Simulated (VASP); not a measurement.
# BN (Cm) in VASP: further runs

The runs below take BN through single point, with PBE+D3(BJ).

All numbers are computed with VASP 6.6.1; they aren't measurements. Logs are shortened: lines on timing, memory, paths and dates and some standing lists are left out, and cuts for length are marked.

## Step 1: The cell of the first run

The structure is monoclinic, space group Cm (No. 8). The conventional cell has a = 4.332 Å, b = 2.503 Å, c = 4.112 Å, α = 90.00°, β = 121.79°, γ = 90.00°. Within 1.8 Å of B (site symmetry m) lie 2 N at 1.36 Å. Within 1.8 Å of N (site symmetry m) lie 2 B at 1.36 Å.

## Step 2: Single point, PBE+D3(BJ) (atom 2 (N) moved by (-0.450, -0.450) A along y and z)

Input file INCAR:

```
PREC = Accurate
ENCUT = 600
EDIFF = 1E-6
ISMEAR = 0
SIGMA = 0.05
LREAL = False
LASPH = True
NELM = 120
ALGO = Normal
ISIF = 2
LWAVE = False
LCHARG = False
GGA = PE
IVDW = 12
NBANDS = 11
GGA_COMPAT = False
```

Input file KPOINTS:

```
regular mesh
0
Gamma
  12 12 12
```

Input file POSCAR:

```
BN
1.0
    0.0000000000      3.4953158300      2.1660912400
    1.2516321000      0.0000000000      2.1660912400
    1.2516321000      3.4953158300      0.0000000000
B N
1 1
Direct
    0.0000486500      0.0000486500      0.9999513500
    0.4984057338      0.6271494646      0.3728505354
```

Potentials or basis: VASP PAW PBE potentials, release 64 (B, N).

Started as:

```
$ cat potpaw_PBE.64/B/POTCAR potpaw_PBE.64/N/POTCAR > POTCAR
$ mpirun -np 1 vasp_std > vasp.out
```

OUTCAR:

```text
PREC = Accurate
   ENCUT = 600
   EDIFF = 1E-6
   ISMEAR = 0
   LREAL = False
   LASPH = True
   NELM = 120
   ISIF = 2
   GGA = PE
   IVDW = 12
 IVDW          = 12

 ion  position               nearest neighbor table
   1  0.000  0.000  1.000-   2 1.36   2 1.36   2 1.95
   2  0.498  0.627  0.373-   1 1.36   1 1.36   1 1.95

  LATTYP: Found a face centered orthorhombic cell.
 ALAT       =     2.5032642000
 B/A-ratio  =     1.7306133647
 C/A-ratio  =     2.7926064137

  Lattice vectors:

 A1 = (   0.0000000000,   3.4953158300,   2.1660912400)
 A2 = (  -1.2516321000,   3.4953158300,   0.0000000000)
 A3 = (  -1.2516321000,   0.0000000000,   2.1660912400)

Analysis of symmetry for initial positions (statically):
=====================================================================
 Subroutine PRICEL returns:
 Original cell was already a primitive cell.

 Routine SETGRP: Setting up the symmetry group for a
 face centered orthorhombic supercell.

 Subroutine GETGRP returns: Found  2 space group operations
 (whereof  2 operations were pure point group operations)
 out of a pool of  8 trial point group operations.

The static configuration has the point symmetry C_1h.

Analysis of symmetry for dynamics (positions and initial velocities):
=====================================================================
 Subroutine PRICEL returns:
 Original cell was already a primitive cell.

 Routine SETGRP: Setting up the symmetry group for a
 face centered orthorhombic supercell.

 Subroutine GETGRP returns: Found  2 space group operations
 (whereof  2 operations were pure point group operations)
 out of a pool of  8 trial point group operations.

The dynamic configuration has the point symmetry C_1h.

 Subroutine INISYM returns: Found  2 space group operations
 (whereof  2 operations are pure point group operations),
 and found     1 'primitive' translations

----------------------------------------------------------------------------------------

                                     Primitive cell

  volume of cell :      18.9526

  direct lattice vectors                    reciprocal lattice vectors
     0.000000000  3.495315830  2.166091240    -0.399478409  0.143048590  0.230830535
     1.251632100  0.000000000  2.166091240     0.399478409 -0.143048590  0.230830535
     1.251632100  3.495315830  0.000000000     0.399478409  0.143048590 -0.230830535

  length of vectors
     4.112077822  2.501706252  3.712656147     0.483041027  0.483041027  0.483041027

  position of ions in fractional coordinates (direct lattice)
     0.000048650  0.000048650  0.999951350
     0.498405734  0.627149465  0.372850535

  ion indices of the primitive-cell ions
   primitive index   ion index
                 1           1
                 2           2

----------------------------------------------------------------------------------------

 KPOINTS: regular mesh

Automatic generation of k-mesh.
 Grid dimensions read from file:
 generate k-points for:   12   12   12

 Generating k-lattice:

  Cartesian coordinates                     Fractional coordinates (reciprocal lattice)
    -0.033289867  0.011920716  0.019235878     0.083333333  0.000000000  0.000000000
     0.033289867 -0.011920716  0.019235878     0.000000000  0.083333333  0.000000000
     0.033289867  0.011920716 -0.019235878     0.000000000  0.000000000  0.083333333

  Length of vectors
     0.040253419  0.040253419  0.040253419

  Shift w.r.t. Gamma in fractional coordinates (k-lattice)
     0.000000000  0.000000000  0.000000000

 Subroutine IBZKPT returns following result:
 ===========================================

 Found    476 irreducible k-points:

 Following reciprocal coordinates:
            Coordinates               Weight
  0.000000  0.000000  0.000000      1.000000
  0.083333  0.000000 -0.000000      4.000000
  0.000000  0.083333  0.000000      4.000000
  0.166667  0.000000 -0.000000      4.000000
  0.000000  0.166667  0.000000      4.000000
  0.250000  0.000000  0.000000      4.000000
[... 16 lines left out ...]
  0.500000  0.083333 -0.000000      4.000000
  0.083333  0.500000  0.000000      4.000000
 [... further k-points ...]
   k-points           NKPTS =    476   k-points in BZ     NKDIM =    476   number of bands    NBANDS=     11
   number of dos      NEDOS =    301   number of ions     NIONS =      2
   total plane-waves  NPLWV =  21600
   dimension x,y,z NGX =    36 NGY =   20 NGZ =   30
   dimension x,y,z NGXF=    72 NGYF=   40 NGZF=   60
   ions per type =               1   1
   NGX,Y,Z   is equivalent  to a cutoff of  14.55, 13.29, 13.43 a.u.
   NGXF,Y,Z  is equivalent  to a cutoff of  29.11, 26.58, 26.87 a.u.
 SYSTEM =  unknown system
   PREC   = accura    normal or accurate (medium, high low for compatibility)
   ISTART =      0    job   : 0-new  1-cont  2-samecut
   ICHARG =      2    charge: 1-file 2-atom 10-const
   ISPIN  =      1    spin polarized calculation?
   LNONCOLLINEAR =      F non collinear calculations
   LSORBIT =      F    spin-orbit coupling
   LASPH  =      T    aspherical Exc in radial PAW
   ENCUT  =  600.0 eV  44.10 Ry    6.64 a.u.   8.21  5.00  7.42*2*pi/ulx,y,z
   NELM   =    120;   NELMIN=  2; NELMDL= -5     # of ELM steps
   EDIFF  = 0.1E-05   stopping-criterion for ELM
   LREAL  =      F    real-space projection
   EDIFFG = 0.1E-04   stopping-criterion for IOM
   NSW    =      0    number of steps for IOM
   IBRION =     -1    ionic relax: 0-MD 1-quasi-New 2-CG
   NFREE  =      0    steps in history (QN), initial steepest desc. (CG)
   ISIF   =      2    stress and relaxation
   ISYM   =      2    0-nonsym 1-usesym 2-fastsym
   POTIM  = 0.5000    time-step for ionic-motion
   TEBEG  =    0.0;   TEEND  =   0.0 temperature during run
   PSTRESS=    0.0 pullay stress
   NELECT =       8.0000    total number of electrons
   NUPDOWN=      -1.0000    fix difference up-down
   EMIN   =  10.00;   EMAX   =-10.00  energy-range for DOS
   EFERMI =   0.00;   METHOD = LEGACY
   ISMEAR =     0;   SIGMA  =   0.05  broadening in eV -4-tet -1-fermi 0-gaus
   EFERMI_NEDOS =   21; number of points for ismear=-14 and -15
   IALGO  =     38    algorithm
   IMIX   =      4    mixing-type and parameters
     AMIX     =   0.40;   BMIX     =  1.00
     AMIX_MAG =   1.60;   BMIX_MAG =  1.00
  volume/ion in A,a.u.               =       9.48        63.95
  Fermi-wavevector in a.u.,A,eV,Ry     =   1.228047  2.320672 20.518928  1.508099
  Thomas-Fermi vector in A             =   2.362987
   LORBIT       =      0    0 simple, 1 ext, 2 COOP (PROOUT), +10 PAW based schemes
   GGA     = PE    functional components
   LHFCALC =     F    Hartree Fock is set to
   AEXX    =    0.0000 exact exchange contribution
   IVDW    =    12    specifies the selected vdW correction
   LEPSILON=     F    determine dielectric tensor
   LRPA    =     F    only Hartree local field effects (RPA)
 non-spin polarized calculation
 Gauss-broadening in eV      SIGMA  =   0.05
  energy-cutoff  :      600.00
  volume of cell :       18.95
 maximum number of plane-waves:       650
 NGX is ok and might be reduce to    36
   NGX = 17   NGY =  9   NGZ = 15

 number of electron       8.0000000 magnetization

 Free energy of the ion-electron system (eV)
  ---------------------------------------------------
  ext. energy  EPLUGINS =         0.00000000
  ---------------------------------------------------
  free energy    TOTEN  =       -14.86809098 eV

  energy without entropy =      -14.86805671  energy(sigma->0) =      -14.86807384

 E-fermi :   4.5080     XC(G=0):  -9.9739

 val. band max:        4.4509940438   @ k =   0.5000   0.0000   0.5000
 cond. band min:       4.5333966984   @ k =   0.0000   0.0000   0.0000
 fundamental gap:      0.0824026546
 Fermi energy:         4.5079695108

 k-point     1 :       0.0000    0.0000    0.0000
  band No.  band energies     occupation
      1     -15.5348      2.00000
      2      -2.1650      2.00000
      3      -1.7627      2.00000
      4       4.0717      2.00000
      5       4.5334      0.47202
      6      11.5215      0.00000
      7      15.3119      0.00000
      8      17.1760      0.00000
      9      19.8609      0.00000
     10      25.1711      0.00000
     11      26.0549      0.00000

 k-point     2 :       0.0833    0.0000   -0.0000
  band No.  band energies     occupation
      1     -15.4035      2.00000
      2      -2.3272      2.00000
      3      -1.7842      2.00000
      4       3.9538      2.00000
      5       4.6299      0.00056
      6      11.2053      0.00000
      7      15.3022      0.00000
      8      16.7795      0.00000
      9      20.5111      0.00000
     10      24.5318      0.00000
     11      27.3037      0.00000

 k-point     3 :       0.0000    0.0833    0.0000
  band No.  band energies     occupation
      1     -15.4035      2.00000
      2      -2.3284      2.00000
      3      -1.7811      2.00000
      4       3.9422      2.00000
      5       4.6414      0.00016
      6      11.2026      0.00000
      7      15.2978      0.00000
      8      16.7701      0.00000
      9      20.4890      0.00000
     10      24.5364      0.00000
     11      27.3618      0.00000
[... 267 lines left out ...]
 k-point    23 :       0.5000    0.0833   -0.0000
  band No.  band energies     occupation
      1     -12.6636      2.00000
      2      -6.6056      2.00000
      3       0.4503      2.00000
      4       0.8043      2.00000
      5       5.2763      0.00000
      6       8.8383      0.00000
      7      13.8767      0.00000
      8      19.2953      0.00000
      9      20.2000      0.00000
     10      22.4726      0.00000
     11      26.1563      0.00000

 k-point    24 :       0.0833    0.5000    0.0000
  band No.  band energies     occupation
      1     -12.6630      2.00000
      2      -6.6192      2.00000
      3       0.4044      2.00000
      4       1.0294      2.00000
      5       4.9448      0.00000
      6       8.7918      0.00000
      7      14.3162      0.00000
      8      18.9074      0.00000
      9      20.9597      0.00000
     10      22.7951      0.00000
     11      24.8246      0.00000

 [... further k-points ...]

------------------------ aborting loop because EDIFF is reached ----------------------------------------

 Edisp (eV)   -0.27248

 E8    (eV) :    -0.0795

  FORCE on cell =-STRESS in cart. coord.  units (eV):
  Direction    XX          YY          ZZ          XY          YZ          ZX
  --------------------------------------------------------------------------------------
  -------------------------------------------------------------------------------------
  Total       4.02467    -2.21375     4.24438     0.00000    -1.55859     0.00000
  in kB     340.22909  -187.14074   358.80188     0.00000  -131.75626     0.00000
  external pressure =      170.63 kB  Pullay stress =        0.00 kB

 VOLUME and BASIS-vectors are now :
 -----------------------------------------------------------------------------
  energy-cutoff  :      600.00
  volume of cell :       18.95
      direct lattice vectors                 reciprocal lattice vectors
     0.000000000  3.495315830  2.166091240    -0.399478409  0.143048590  0.230830535
     1.251632100  0.000000000  2.166091240     0.399478409 -0.143048590  0.230830535
     1.251632100  3.495315830  0.000000000     0.399478409  0.143048590 -0.230830535

 POSITION                                       TOTAL-FORCE (eV/Angst)
 -----------------------------------------------------------------------------------
      1.25163      3.49532      0.00021         0.000000     -3.022364     -3.311675
      1.25163      3.04532      2.43806         0.000000      3.022364      3.311675
 -----------------------------------------------------------------------------------
    total drift:                               -0.000004     -0.000038      0.000101

  FREE ENERGIE OF THE ION-ELECTRON SYSTEM (eV)
  ---------------------------------------------------
  free  energy   TOTEN  =       -15.1405666053 eV

  energy  without entropy=      -15.1405323431  energy(sigma->0) =      -15.14054947
```

It took 88 s on 1 thread of Intel Xeon 6975P-C, shared host; peak memory 0.26 GiB.

What came out:

* Free energy: -15.1406 eV
* Pressure: 17.1 GPa
* Largest force: 4.484 eV/Å
* Band gap on the k mesh: 0.08 eV, indirect (least direct gap 0.38 eV)
* Dispersion energy per atom: -0.136 eV

Forces on the atoms (eV/Å):
```
B    0.000 -3.022 -3.312
N    0.000  3.022  3.312
```

Levels at points of the mesh, in eV from the valence-band top:
```csv
k point,band 1,band 2,band 3,band 4,band 5,band 6,band 7,band 8
"(0.00, 0.00, 0.00)",-19.99,-6.62,-6.21,-0.38,0.08,7.07,10.86,12.72
"(0.50, 0.00, 0.00)",-17.13,-11.25,-3.68,-3.15,0.56,3.63,9.61,14.46
"(0.00, 0.50, 0.00)",-17.13,-11.26,-3.66,-2.96,0.25,3.49,10.08,15.02
"(0.50, 0.50, 0.00)",-16.55,-10.09,-7.63,-3.75,3.34,6.32,8.98,11.43
"(0.50, 0.00, 0.50)",-19.76,-8.74,-6.24,0.00,4.22,7.34,10.57,11.14
"(0.00, 0.50, 0.50)",-16.41,-9.86,-7.67,-5.02,2.77,6.66,8.55,14.87
```

Caveat: the cell differs from its parent crystal (atom 2 (N) moved by (-0.450, -0.450) A along y and z); forces of over 1 eV/Å act on the atoms, so gaps and moduli don't describe the material at rest. A k mesh can miss the band edges.

(Part 1 of 2 ends here.)
